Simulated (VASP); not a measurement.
# Ru: single point with PBE

Ru:

```
Ru
1.0
     0.00000    1.95567    1.95567
     1.95567    0.00000    1.95567
     1.95567    1.95567    0.00000
Ru
1
Direct
  0.00000 0.00000 0.00000
```

This cell differs from its parent crystal: volume scaled by 1.08.

```
Program             : VASP 6.6.1
Task                : single point
Functional          : PBE
Potentials or basis : VASP PAW PBE potentials, release 64 (Ru_pv)
Cutoff              : 520 eV
k mesh              : 23 × 23 × 23
Occupations         : fermi-dirac, width 0.1 eV
Spin                : no spin polarisation
```

| Item | Value |
| --- | --- |
| Pressure | -19.6 GPa |
| Band gap on the k mesh | zero (band 7 reaches 12.96 eV, above the bottom of band 8 at 10.01 eV) |

Levels at points of the mesh, in eV from the Fermi level:
| k point | band 5 | band 6 | band 7 | band 8 | band 9 | band 10 |
| --- | --- | --- | --- | --- | --- | --- |
| (0.00, 0.00, 0.00) | -2.24 | -2.24 | -2.24 | -0.13 | -0.13 | 10.66 |

It took 42 s on 1 thread of AMD EPYC 9R45 96-Core Processor (Zen 5), with other jobs on the host, peak memory 0.16 GiB.
